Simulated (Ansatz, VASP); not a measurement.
**Co in VASP and in Ansatz**

The input INCAR:

```
SYSTEM = Co
ALGO = Normal ; EDIFF = 1E-6
ENCUT = 520 ; GGA = PE
ISIF = 2 ; ISMEAR = -1
ISPIN = 2 ; LASPH = .True.
LCHARG = .False. ; LMAXMIX = 4
LORBIT = 11 ; LREAL = .False.
LWAVE = .False. ; MAGMOM = 2 2
NBANDS = 20 ; NELM = 150
PREC = Accurate ; SIGMA = 0.08
```

Contents of KPOINTS:

```
k-points
0
Gamma
  15 15 8
  0 0 0
```

The input POSCAR:

```
Co
1.0
    2.2679537550      0.0000000000      0.0000000000
   -1.1339768775      1.9641055664      0.0000000000
    0.0000000000      0.0000000000      3.6812415201
Co
2
Direct
    0.3333333333      0.6666666667      0.2500000000
    0.6666666667      0.3333333333      0.7500000000
```

Input for Ansatz:

```yaml
crystal:
  lattice:
    - [2.267953755, 0.0, 0.0]
    - [-1.1339768775, 1.9641055664, 0.0]
    - [0.0, 0.0, 3.6812415201]
  atoms:
    - { symbol: Co, position: [0.3333333333, 0.6666666667, 0.25], spin: 2.0 }
    - { symbol: Co, position: [0.6666666667, 0.3333333333, 0.75], spin: 2.0 }
magnetization:
  spin_polarized: true
kpoints:
  mp_grid: { grid: [15, 15, 8] }
scf:
  occupations: { method: fermi_dirac, width: 0.08 }
  lower_state_search: "off"
hamiltonian:
  xc: pbe
  pseudopotentials: { kind: all_electron, lapw: { basis_error: 0.001 } }
output:
  forces: true
  stress: true
  eigenvalues: false
  populations: true
```

Change from the starting cell: volume scaled by 0.74, LAPW.

Alike in both runs: task single point; functional PBE; k mesh 15 × 15 × 8; occupations fermi-dirac, width 0.08 eV; collinear spin.

```csv
,VASP,Ansatz
version,VASP 6.6.1,Ansatz 0.2.0
potentials or method,"VASP PAW PBE potentials, release 64 (Co), cutoff 520 eV","all-electron LAPW, scalar-relativistic"
```

VASP gave:

* pressure (GPa): 106.6
* traceless stress, the component that is largest in VASP (GPa): -1.94
* net moment per atom (μB): 0.99
* size of the moment on the site where the two differ most (μB): 0.97

Problem. Estimate Ansatz's values.

Solution. Pressure (GPa): 108.8; traceless stress, the component that is largest in VASP (GPa): -1.89; net moment per atom (μB): 0.99; size of the moment on the site where the two differ most (μB): 1.02.

Site moments also hang on the region over which each program counts them. Both programs put the cell under a high pressure, so it lies far from rest at this level. Ansatz ran all-electron here, and VASP with PAW potentials.

Noted on VASP's run: the cell as given lies far from equilibrium.
